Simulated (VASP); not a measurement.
# SiO2 (I-42d) in VASP: further runs

SiO2 is run at these levels: PBE; tasks: single point.

Everything below comes from runs of VASP 6.6.1. Logs are shortened: lines on timing, memory, paths and dates and some standing lists are left out, and cuts for length are marked.

## 1. The cell of the first run

The structure is tetragonal, space group I-42d (No. 122). Conventional cell: a = 4.775 Å, b = 4.775 Å, c = 7.010 Å, α = 90.00°, β = 90.00°, γ = 90.00°. Within 2.1 Å of Si (site symmetry -4) lie 4 O at 1.54 Å. Within 2.1 Å of O (site symmetry 2) lie 2 Si at 1.54 Å.

## 2. Single point, PBE (strain -0.050 along x and y, -0.050 along z)

File INCAR:

```
SYSTEM = SiO2
ALGO = Normal
EDIFF = 1E-7
ENCUT = 520
GGA = PE
ISIF = 2
ISMEAR = 0
LASPH = .True.
LCHARG = .True.
LELF = .True.
LREAL = .False.
LVHAR = .True.
LWAVE = .False.
NBANDS = 25
NELM = 100
PREC = Accurate
SIGMA = 0.05
```

File KPOINTS:

```
k-points
0
Gamma
  6 6 6
  0 0 0
```

File POSCAR:

```
SiO2
1.0
   -2.3877008061      2.3877008061      3.5049211370
    2.3877008061     -2.3877008061      3.5049211370
    2.3877008061      2.3877008061     -3.5049211370
Si O
2 4
Direct
    0.0000000000      0.0000000000      0.0000000000
    0.7500000000      0.2500000000      0.5000000000
    0.9670112602      0.6250000000      0.8420112602
    0.3750000000      0.2170112602      0.3420112602
    0.7829887398      0.1250000000      0.1579887398
    0.8750000000      0.0329887398      0.6579887398
```

Potentials or basis: VASP PAW PBE potentials, release 64 (Si, O).

Launch:

```
cat potpaw_PBE.64/Si/POTCAR potpaw_PBE.64/O/POTCAR > POTCAR
mpirun -np 1 vasp_std > vasp.out
```

OUTCAR:

```text
SYSTEM = SiO2
   EDIFF = 1E-7
   ENCUT = 520
   GGA = PE
   ISIF = 2
   ISMEAR = 0
   LASPH = .True.
   LREAL = .False.
   NELM = 100
   PREC = Accurate

 ion  position               nearest neighbor table
   1  0.000  0.000  0.000-   3 1.54   5 1.54   6 1.54   4 1.54   2 2.96   2 2.96   2 2.96   2 2.96

   2  0.750  0.250  0.500-   4 1.54   5 1.54   6 1.54   3 1.54   1 2.96   1 2.96   1 2.96   1 2.96

   3  0.967  0.625  0.842-   1 1.54   2 1.54
   4  0.375  0.217  0.342-   2 1.54   1 1.54
   5  0.783  0.125  0.158-   1 1.54   2 1.54
   6  0.875  0.033  0.658-   1 1.54   2 1.54

  LATTYP: Found a body centered tetragonal cell.
 ALAT       =     4.7754016122
 C/A-ratio  =     1.4679063340

  Lattice vectors:

 A1 = (  -2.3877008061,   2.3877008061,   3.5049211370)
 A2 = (   2.3877008061,  -2.3877008061,   3.5049211370)
 A3 = (   2.3877008061,   2.3877008061,  -3.5049211370)

Analysis of symmetry for initial positions (statically):
=====================================================================
 Subroutine PRICEL returns:
 Original cell was already a primitive cell.

 Routine SETGRP: Setting up the symmetry group for a
 body centered tetragonal supercell.

 Subroutine GETGRP returns: Found  8 space group operations
 (whereof  4 operations were pure point group operations)
 out of a pool of 16 trial point group operations.

The static configuration has the point symmetry S_4 .
 The point group associated with its full space group is D_2d.

Analysis of symmetry for dynamics (positions and initial velocities):
=====================================================================
 Subroutine PRICEL returns:
 Original cell was already a primitive cell.

 Routine SETGRP: Setting up the symmetry group for a
 body centered tetragonal supercell.

 Subroutine GETGRP returns: Found  8 space group operations
 (whereof  4 operations were pure point group operations)
 out of a pool of 16 trial point group operations.

The dynamic configuration has the point symmetry S_4 .
 The point group associated with its full space group is D_2d.

 Subroutine INISYM returns: Found  8 space group operations
 (whereof  4 operations are pure point group operations),
 and found     1 'primitive' translations

----------------------------------------------------------------------------------------

                                     Primitive cell

  volume of cell :      79.9278

  direct lattice vectors                    reciprocal lattice vectors
    -2.387700806  2.387700806  3.504921137     0.000000000  0.209406471  0.142656562
     2.387700806 -2.387700806  3.504921137     0.209406471  0.000000000  0.142656562
     2.387700806  2.387700806 -3.504921137     0.209406471  0.209406471  0.000000000

  length of vectors
     4.866898649  4.866898649  4.866898649     0.253381067  0.253381067  0.296145472

  position of ions in fractional coordinates (direct lattice)
     0.000000000  0.000000000  0.000000000
     0.750000000  0.250000000  0.500000000
     0.967011260  0.625000000  0.842011260
     0.375000000  0.217011260  0.342011260
     0.782988740  0.125000000  0.157988740
     0.875000000  0.032988740  0.657988740

  ion indices of the primitive-cell ions
   primitive index   ion index
                 1           1
                 2           2
                 3           3
                 4           4
                 5           5
                 6           6

----------------------------------------------------------------------------------------

 KPOINTS: k-points

Automatic generation of k-mesh.
 Grid dimensions read from file:
 generate k-points for:    6    6    6

 Generating k-lattice:

  Cartesian coordinates                     Fractional coordinates (reciprocal lattice)
     0.000000000  0.034901079  0.023776094     0.166666667 -0.000000000  0.000000000
     0.034901079  0.000000000  0.023776094    -0.000000000  0.166666667  0.000000000
     0.034901079  0.034901079  0.000000000     0.000000000  0.000000000  0.166666667

  Length of vectors
     0.042230178  0.042230178  0.049357579

  Shift w.r.t. Gamma in fractional coordinates (k-lattice)
     0.000000000  0.000000000  0.000000000

 Subroutine IBZKPT returns following result:
 ===========================================

 Found     30 irreducible k-points:

 Following reciprocal coordinates:
            Coordinates               Weight
  0.000000  0.000000  0.000000      1.000000
  0.166667 -0.000000  0.000000      8.000000
  0.333333 -0.000000  0.000000      8.000000
  0.500000 -0.000000  0.000000      4.000000
  0.166667  0.166667  0.000000      8.000000
  0.333333  0.166667  0.000000     16.000000
[... 16 lines left out ...]
 -0.333333 -0.333333  0.166667      8.000000
 -0.166667 -0.333333  0.166667      8.000000
 [... further k-points ...]
   k-points           NKPTS =     30   k-points in BZ     NKDIM =     30   number of bands    NBANDS=     25
   number of dos      NEDOS =    301   number of ions     NIONS =      6
   total plane-waves  NPLWV =  46656
   dimension x,y,z NGX =    36 NGY =   36 NGZ =   36
   dimension x,y,z NGXF=    72 NGYF=   72 NGZF=   72
   ions per type =               2   4
   NGX,Y,Z   is equivalent  to a cutoff of  12.30, 12.30, 12.30 a.u.
   NGXF,Y,Z  is equivalent  to a cutoff of  24.59, 24.59, 24.59 a.u.
 SYSTEM =  SiO2
   PREC   = accura    normal or accurate (medium, high low for compatibility)
   ISTART =      0    job   : 0-new  1-cont  2-samecut
   ICHARG =      2    charge: 1-file 2-atom 10-const
   ISPIN  =      1    spin polarized calculation?
   LNONCOLLINEAR =      F non collinear calculations
   LSORBIT =      F    spin-orbit coupling
   LASPH  =      T    aspherical Exc in radial PAW
   ENCUT  =  520.0 eV  38.22 Ry    6.18 a.u.   9.05  9.05  9.05*2*pi/ulx,y,z
   NELM   =    100;   NELMIN=  2; NELMDL= -5     # of ELM steps
   EDIFF  = 0.1E-06   stopping-criterion for ELM
   LREAL  =      F    real-space projection
   EDIFFG = 0.1E-05   stopping-criterion for IOM
   NSW    =      0    number of steps for IOM
   IBRION =     -1    ionic relax: 0-MD 1-quasi-New 2-CG
   NFREE  =      0    steps in history (QN), initial steepest desc. (CG)
   ISIF   =      2    stress and relaxation
   ISYM   =      2    0-nonsym 1-usesym 2-fastsym
   POTIM  = 0.5000    time-step for ionic-motion
   TEBEG  =    0.0;   TEEND  =   0.0 temperature during run
   PSTRESS=    0.0 pullay stress
   NELECT =      32.0000    total number of electrons
   NUPDOWN=      -1.0000    fix difference up-down
   EMIN   =  10.00;   EMAX   =-10.00  energy-range for DOS
   EFERMI =   0.00;   METHOD = LEGACY
   ISMEAR =     0;   SIGMA  =   0.05  broadening in eV -4-tet -1-fermi 0-gaus
   EFERMI_NEDOS =   21; number of points for ismear=-14 and -15
   IALGO  =     38    algorithm
   IMIX   =      4    mixing-type and parameters
     AMIX     =   0.40;   BMIX     =  1.00
     AMIX_MAG =   1.60;   BMIX_MAG =  1.00
  volume/ion in A,a.u.               =      13.32        89.90
  Fermi-wavevector in a.u.,A,eV,Ry     =   1.206587  2.280120 19.808087  1.455853
  Thomas-Fermi vector in A             =   2.342250
   LORBIT       =      0    0 simple, 1 ext, 2 COOP (PROOUT), +10 PAW based schemes
   GGA     = PE    functional components
   LHFCALC =     F    Hartree Fock is set to
   AEXX    =    0.0000 exact exchange contribution
   IVDW    =     0    specifies the selected vdW correction
   LEPSILON=     F    determine dielectric tensor
   LRPA    =     F    only Hartree local field effects (RPA)
 non-spin polarized calculation
 Gauss-broadening in eV      SIGMA  =   0.05
  energy-cutoff  :      520.00
  volume of cell :       79.93
 maximum number of plane-waves:      2170
   NGX = 19   NGY = 19   NGZ = 19

 number of electron      31.9999995 magnetization

 Free energy of the ion-electron system (eV)
  ---------------------------------------------------
  ext. energy  EPLUGINS =         0.00000000
  ---------------------------------------------------
  free energy    TOTEN  =       -46.29281620 eV

  energy without entropy =      -46.29281620  energy(sigma->0) =      -46.29281620

 E-fermi :   0.6165     XC(G=0):  -8.6006

 val. band max:        0.3876654109   @ k =   0.0000   0.0000   0.0000
 cond. band min:       6.8358915449   @ k =   0.0000   0.0000   0.0000
 fundamental gap:      6.4482261340
 Fermi energy:         0.6164847278

 k-point     1 :       0.0000    0.0000    0.0000
  band No.  band energies     occupation
      1     -19.5291      2.00000
      2     -17.0904      2.00000
      3     -17.0904      2.00000
      4     -17.0238      2.00000
      5      -9.2383      2.00000
      6      -5.5389      2.00000
[... 17 lines left out ...]
     24      13.8947      0.00000
     25      14.6249      0.00000

 k-point     2 :       0.1667   -0.0000    0.0000
  band No.  band energies     occupation
      1     -19.4339      2.00000
      2     -17.2456      2.00000
      3     -17.0973      2.00000
      4     -17.0482      2.00000
      5      -9.0013      2.00000
      6      -5.5819      2.00000
[... 17 lines left out ...]
     24      14.1220      0.00000
     25      14.9255      0.00000

 k-point     3 :       0.3333   -0.0000    0.0000
  band No.  band energies     occupation
      1     -19.1917      2.00000
      2     -17.6318      2.00000
      3     -17.1087      2.00000
      4     -17.0655      2.00000
      5      -8.4760      2.00000
      6      -5.7432      2.00000
[... 17 lines left out ...]
     24      14.3736      0.00000
     25      15.0489      0.00000

 k-point     4 :       0.5000   -0.0000    0.0000
  band No.  band energies     occupation
      1     -19.0182      2.00000
      2     -17.8747      2.00000
      3     -17.1133      2.00000
      4     -17.0739      2.00000
      5      -8.1695      2.00000
      6      -5.8594      2.00000
[... 17 lines left out ...]
     24      15.0078      0.00000
     25      15.0348      0.00000
[... 477 lines left out ...]
 k-point    22 :      -0.1667    0.5000    0.1667
  band No.  band energies     occupation
      1     -18.9501      2.00000
      2     -17.9438      2.00000
      3     -17.1217      2.00000
      4     -17.0984      2.00000
      5      -7.9758      2.00000
      6      -6.0403      2.00000
[... 17 lines left out ...]
     24      14.9634      0.00000
     25      15.1553      0.00000

 k-point    23 :      -0.3333   -0.3333    0.1667
  band No.  band energies     occupation
      1     -18.9550      2.00000
      2     -17.9242      2.00000
      3     -17.1304      2.00000
      4     -17.1091      2.00000
      5      -7.9222      2.00000
      6      -6.1290      2.00000
[... 17 lines left out ...]
     24      14.6327      0.00000
     25      15.1864      0.00000

 k-point    24 :      -0.1667   -0.3333    0.1667
  band No.  band energies     occupation
      1     -19.1944      2.00000
      2     -17.5980      2.00000
      3     -17.1142      2.00000
      4     -17.1004      2.00000
      5      -8.4227      2.00000
      6      -5.7513      2.00000
[... 17 lines left out ...]
     24      14.3634      0.00000
     25      14.9765      0.00000

 [... further k-points ...]
[... 5 lines left out ...]
  --------------------------------------------------------------------------------------
  -------------------------------------------------------------------------------------
  Total       16.1682496     16.1682496     15.9431973      0.0000000      0.0000000      0.0000000
  in kB      324.0973909    324.0973909    319.5861498      0.0000000      0.0000000      0.0000000
  external PRESSURE =     322.5936439 kB  Pullay stress =       0.0000000 kB

 VOLUME and BASIS-vectors are now :
 -----------------------------------------------------------------------------
  energy-cutoff  :      520.00
  volume of cell :       79.93
      direct lattice vectors                 reciprocal lattice vectors
    -2.387700806  2.387700806  3.504921137     0.000000000  0.209406471  0.142656562
     2.387700806 -2.387700806  3.504921137     0.209406471  0.000000000  0.142656562
     2.387700806  2.387700806 -3.504921137     0.209406471  0.209406471  0.000000000

 POSITION                                       TOTAL-FORCE (eV/Angst)
 -----------------------------------------------------------------------------------
      0.00000      0.00000      0.00000         0.000000     -0.000000     -0.000000
      0.00000      2.38770      1.75246         0.000000     -0.000000     -0.000000
      1.19385      2.82709      2.62869         0.000000      1.915644      0.000000
      0.43939      1.19385      0.87623         1.915644     -0.000000      0.000000
     -1.19385      1.94831      2.62869         0.000000     -1.915644     -0.000000
     -0.43939      3.58155      0.87623        -1.915644     -0.000000     -0.000000
 -----------------------------------------------------------------------------------
    total drift:                               -0.000003     -0.000003     -0.000002

  FREE ENERGIE OF THE ION-ELECTRON SYSTEM (eV)
  ---------------------------------------------------
  free  energy   TOTEN  =       -46.2928161956 eV

  energy  without entropy=      -46.2928161956  energy(sigma->0) =      -46.29281620
```

Run time: 37 s. Hardware: 1 thread of AMD EPYC 9R45 (Zen 5), shared host; peak memory 0.18 GiB.

Results:

```
Free energy            : -46.2928 eV
Pressure               : 32.3 GPa
Largest force          : 1.916 eV/Å
Band gap on the k mesh : 6.45 eV, direct
```

Forces on the atoms (eV/Å):
```
Si   0.000  0.000  0.000
Si   0.000  0.000  0.000
O    0.000  1.916  0.000
O    1.916  0.000  0.000
O    0.000 -1.916  0.000
O   -1.916  0.000  0.000
```

Caveat: the cell differs from its parent crystal (strain -0.050 along x and y, -0.050 along z); forces of over 1 eV/Å act on the atoms, so gaps and moduli don't describe the material at rest.

## 3. Single point, PBE (strain -0.050 along x and y, -0.025 along z)

File INCAR:

```
SYSTEM = SiO2
PREC = Accurate
ENCUT = 520
EDIFF = 1E-6
ISMEAR = 0
SIGMA = 0.05
LREAL = .False.
LASPH = .True.
NELM = 100
ALGO = Normal
ISIF = 2
LWAVE = .False.
LCHARG = .False.
GGA = PE
NBANDS = 25
```

File KPOINTS:

```
regular mesh
0
Gamma
  6 6 6
  0 0 0
```

POSCAR, as its differences from that of step 2:

```diff
@@ -2,5 +2,5 @@
 1.0
-   -2.3877008061      2.3877008061      3.5049211370
-    2.3877008061     -2.3877008061      3.5049211370
-    2.3877008061      2.3877008061     -3.5049211370
+   -2.3877008061      2.3877008061      3.5971559037
+    2.3877008061     -2.3877008061      3.5971559037
+    2.3877008061      2.3877008061     -3.5971559037
 Si O
```

Potentials or basis: VASP PAW PBE potentials, release 64 (Si, O).

Launch:

```
cat potpaw_PBE.64/Si/POTCAR potpaw_PBE.64/O/POTCAR > POTCAR
mpirun -np 1 vasp_std > vasp.out
```

Wall time 42 s (1 thread of AMD EPYC 9R45 (Zen 5), shared host); peak memory 0.21 GiB.

It converged, with:

- Free energy: -46.6682 eV
- Pressure: 25.5 GPa
- Largest force: 1.554 eV/Å
- Band gap on the k mesh: 6.33 eV, direct

Forces on the atoms (eV/Å):
```
Si   0.000  0.000  0.000
Si   0.000  0.000  0.000
O    0.000  1.554  0.000
O    1.554  0.000  0.000
O    0.000 -1.554  0.000
O   -1.554  0.000  0.000
```

Stress tensor (GPa, compression positive):
```
25.82  0.00  0.00
 0.00 25.82  0.00
 0.00  0.00 24.82
```

Levels at points of the mesh, in eV from the valence-band top:
| k point | band 13 | band 14 | band 15 | band 16 | band 17 | band 18 | band 19 | band 20 |
| --- | --- | --- | --- | --- | --- | --- | --- | --- |
| (0.00, 0.00, 0.00) | -1.80 | -0.65 | 0.00 | 0.00 | 6.33 | 9.26 | 11.25 | 11.25 |
| (0.50, 0.00, 0.00) | -1.75 | -0.88 | -0.64 | -0.13 | 9.00 | 9.20 | 10.05 | 10.98 |
| (0.50, 0.50, 0.00) | -1.19 | -1.19 | -0.43 | -0.43 | 9.55 | 9.55 | 11.07 | 11.07 |
| (0.50, 0.50, 0.50) | -1.64 | -1.64 | -0.36 | -0.36 | 9.29 | 9.29 | 10.99 | 10.99 |

Caveat: the cell differs from its parent crystal (strain -0.050 along x and y, -0.025 along z); forces of over 1 eV/Å act on the atoms, so gaps and moduli don't describe the material at rest. A k mesh can miss the band edges.

(Part 1 of 2 ends here.)
